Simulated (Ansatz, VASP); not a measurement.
# Sr2TeS in VASP and in Ansatz

```
CELL_PARAMETERS angstrom
4.58862 0.00000 0.00000
0.00000 4.58862 0.00000
0.00000 0.00000 6.49276
ATOMIC_POSITIONS crystal
S 0.00000 0.00000 0.00000
Sr 0.00000 0.00000 0.50000
Sr 0.50000 0.50000 0.00000
Te 0.50000 0.50000 0.50000
```

Alike in both runs: task single point; functional PBE; k mesh 6 × 6 × 4; no spin polarisation.

|  | VASP | Ansatz |
| --- | --- | --- |
| version | VASP 6.6.1 | Ansatz 0.2.0 |
| potentials or method | VASP PAW PBE potentials, release 64 (S, Sr_sv, Te) | plane waves, PAW |
| plane-wave cutoff (eV) | 520 | 420 |
| occupations | gaussian, width 0.01 eV | fixed |
| valence electrons in the cell | 32 | 42 |

```tsv
	VASP	Ansatz	Ansatz less VASP
gap on the k mesh at the Fermi level (eV)	2.02	2.05	+0.024
pressure (GPa)	-1.0	-1.1	-0.10
```

VASP's potentials hold 32 valence electrons a cell and Ansatz's 42, so a difference there can come from the potentials and not from the codes.

Neither program's run includes spin-orbit coupling.
